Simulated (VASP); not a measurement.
A run of VASP 6.6.1 is set up as follows.

The input INCAR:

```
SYSTEM = Sc
PREC = Accurate
ENCUT = 520
EDIFF = 1E-6
ISMEAR = -1
SIGMA = 0.1
LREAL = .FALSE.
LASPH = .TRUE.
NELM = 100
ALGO = Normal
ISIF = 2
LWAVE = .FALSE.
LCHARG = .TRUE.
GGA = CA
LELF = .TRUE.
LVHAR = .TRUE.
NBANDS = 24
```

KPOINTS

```
regular mesh
0
G
  8 8 11
  0 0 0
```

POSCAR

```
Sc
1.0
    4.8346325002      0.0000000000      0.0000000000
   -2.4173162501      4.1869145632      0.0000000000
    0.0000000000      0.0000000000      3.0486851879
Sc
3
Direct
    0.0000000000      1.0000000000      0.0000000000
    0.3333333333      0.6666666667      0.5000000000
    0.6666666667      0.3333333333      0.5000000000
```

Potentials or basis: VASP PAW LDA potentials, release 64 (Sc_sv).

The run is started by

```console
$ cat potpaw_LDA.64/Sc_sv/POTCAR > POTCAR
$ mpirun -np 1 vasp_std > vasp.out
```

Q: Predict the pressure.

A: 5.8 GPa.

Stress tensor (GPa, compression positive):
```
5.82 0.00 0.00
0.00 5.82 0.00
0.00 0.00 5.67
```
